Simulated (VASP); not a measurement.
## Cl2: relaxation of the atoms with PBE+D3(BJ)

The system is Cl2, in a box.

```
Cl
1.0
    15.00000    0.00000    0.00000
     0.00000   15.50000    0.00000
     0.00000    0.00000   16.00000
Cl
2
Direct
  0.44513 0.49905 0.46830
  0.55487 0.50095 0.53170
```

```
Program                : VASP 6.6.1
Task                   : relaxation of the atoms
Functional             : PBE
Dispersion             : D3(BJ)
Potentials or basis    : VASP PAW PBE potentials, release 64 (Cl)
Cutoff                 : 520 eV
k mesh                 : 1 × 1 × 1
Occupations            : gaussian, width 0.005 eV
Spin                   : no spin polarisation
Dipole correction      : no
Further INCAR settings : ALGO = Normal; EDIFF = 1e-06; ISYM = 0; IBRION = 2; EDIFFG = -0.01; NSW = 100
```

```yaml
Energy_gained_by_relaxing: 18.5 meV/atom
Ionic_steps: 3
Gap_between_the_frontier_levels: 3.06 eV
Dispersion_energy_per_atom: -0.014 eV
```

Step by step:
| step | energy change (eV) | largest force (eV/Å) | pressure (GPa) |
| --- | --- | --- | --- |
| 1 | 0.0000 | 1.2985 | 0.04 |
| 2 | -0.0004 | 1.0562 | -0.03 |
| 3 | -0.0370 | 0.0020 | 0.00 |

Final structure:
```
CELL_PARAMETERS angstrom
15.00000 0.00000 0.00000
0.00000 15.50000 0.00000
0.00000 0.00000 16.00000
ATOMIC_POSITIONS crystal
Cl 0.44344 0.49902 0.46732
Cl 0.55656 0.50098 0.53268
```

Levels at points of the mesh, in eV from the valence-band top:
```csv
k point,band 3,band 4,band 5,band 6,band 7,band 8,band 9,band 10,band 11
"(0.00, 0.00, 0.00)",-4.67,-2.66,-2.66,0.00,0.00,3.06,6.85,7.49,7.66
```

It took 7.1 min on 1 thread of Intel(R) Xeon(R) Platinum 8488C (Sapphire Rapids), on a shared host, peak memory 2 GiB.
